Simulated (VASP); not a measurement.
The system is Hf2MgO.

```xyz
4
Lattice="4.4147 0.0000 0.0000 0.0000 4.4147 0.0000 0.0000 0.0000 4.0012" Properties=species:S:1:pos:R:3 pbc="T T T"
Mg    0.0000    0.0000    2.5054
Hf    2.2074    0.0000    2.2839
Hf    0.0000    2.2074    2.2839
O     0.0000    0.0000    0.5398
```

The cell was generated, and may not be a known phase.

| Item | Value |
| --- | --- |
| Program | VASP 6.6.1 |
| Task | relaxation of cell and atoms |
| Functional | PBE |
| Potentials or basis | VASP PAW PBE potentials, release 64 (Mg, Hf_pv, O) |
| Cutoff | 600 eV |
| k mesh | 4 × 4 × 4 |
| Occupations | gaussian, width 0.1 eV |
| Spin | no spin polarisation |

At the start: pressure 26.4 GPa; volume 19.50 Å³/atom.

How do energy, volume and symmetry change on relaxing?

Over 41 steps the energy falls by 2678.7 meV/atom and the volume is 22.01 Å³/atom (+12.9 %); space group P4mm (No. 99, to 0.1 Å) before and after.

The path:
```tsv
step	energy change (eV)	largest force (eV/Å)	pressure (GPa)	volume (Å³)
1	0.0000	2.9039	26.35	77.98
3	-3.9504	1.5566	-3.15	107.13
5	-4.2726	2.0937	0.47	101.88
7	-4.5842	2.5292	1.58	99.00
9	-4.8918	6.9416	4.47	94.67
11	-4.9304	9.1705	6.06	93.01
13	-5.0012	9.6124	6.38	92.49
15	-5.2962	11.8011	7.81	90.14
17	-5.9083	14.4836	9.65	86.41
19	-7.5924	8.8184	9.90	80.47
21	-8.6129	1.0322	2.13	83.28
23	-8.7578	3.9561	-1.32	85.74
25	-8.9386	2.5331	-1.77	85.34
27	-9.7075	1.8514	-5.31	85.43
29	-9.9726	1.8315	16.44	77.99
31	-10.2309	1.7137	10.44	80.09
33	-10.6461	0.6229	-0.67	89.84
35	-10.7119	0.0745	0.38	87.53
37	-10.7142	0.0245	-0.03	88.05
39	-10.7147	0.0486	0.04	88.03
41	-10.7149	0.0145	0.01	88.05
```

Final structure:
```
Mg Hf O
1.0
     4.10576    0.00000    0.00000
     0.00000    4.10576    0.00000
     0.00000    0.00000    5.22319
Mg Hf O
1 2 1
Direct
  0.00000 0.00000 0.85799
  0.50000 0.00000 0.40011
  0.00000 0.50000 0.40011
  0.00000 0.00000 0.24448
```

Caveat: the k points lie up to 0.38 Å⁻¹ apart in the final cell, too coarse for converged energies and pressures of a metal; a cell axis changed by over 15 % at a fixed basis, so the end point is rough.
